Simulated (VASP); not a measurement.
Wanted: the native input for a VASP 6.6.1 run.

- Task: single point
- Functional: PBE
- Potentials or basis: VASP PAW PBE potentials, release 64 (C)
- Cutoff: 520 eV
- k mesh: 6 × 6 × 6
- Occupations: gaussian, width 0.05 eV
- Spin: no spin polarisation
- Dipole correction: no
- Further INCAR settings: ALGO = Normal; EDIFF = 1e-06; NBANDS = 26

The structure of C lies in POSCAR:

```
C
1.0
    3.5714750638      0.0000000000      0.0000000000
    0.0000000000     -3.5714750638      0.0000000000
    0.0000000000      0.0000000000     -3.5714750638
C
8
Direct
    0.5000000000      0.0000000000     -0.0104998633
    0.0000000000      0.5000000000      0.0000000000
    0.0000000000      0.0000000000      0.5000000000
    0.5000000000      0.5000000000      0.5000000000
    0.7500000000      0.7500000000      0.7500000000
    0.2500000000      0.2500000000      0.7500000000
    0.2500000000      0.7500000000      0.2500000000
    0.7500000000      0.2500000000      0.2500000000
```

This cell differs from its parent crystal: atom 1 (C) moved +0.037 Å along Cartesian [0 0 1].

The input as run:

INCAR

```
PREC     = Accurate       # precision mode
ENCUT    = 520            # plane-wave cutoff, eV
EDIFF    = 1E-6           # SCF threshold, eV
ISMEAR   = 0              # smearing method
SIGMA    = 0.05           # smearing width, eV
LREAL    = False          # projectors in reciprocal space
LASPH    = True           # aspherical terms in the spheres
NELM     = 60             # most SCF steps
ALGO     = Normal         # electronic algorithm
ISIF     = 2              # what is computed and relaxed
LWAVE    = False          # write WAVECAR
LCHARG   = False          # write CHGCAR
GGA      = PE             # functional
NBANDS   = 26             # bands
```

KPOINTS

```
regular mesh
0
Gamma
  6 6 6
```

Potentials or basis: VASP PAW PBE potentials, release 64 (C).

Launch:

```bash
$ cat potpaw_PBE.64/C/POTCAR > POTCAR
$ mpirun -np 1 vasp_std > vasp.out
```

Results of the run:

```yaml
Pressure: 0.9 GPa
Largest_force: 1.654 eV/Å
Band_gap_on_the_k_mesh: 3.99 eV
```

Caveat: the cell differs from its parent crystal (atom 1 (C) moved +0.037 Å along Cartesian [0 0 1]); forces of over 1 eV/Å act on the atoms, so gaps and moduli don't describe the material at rest.

It took 20 s on 1 thread of Intel(R) Xeon(R) 6975P-C (Granite Rapids), with other jobs on the host, peak memory 0.17 GiB.
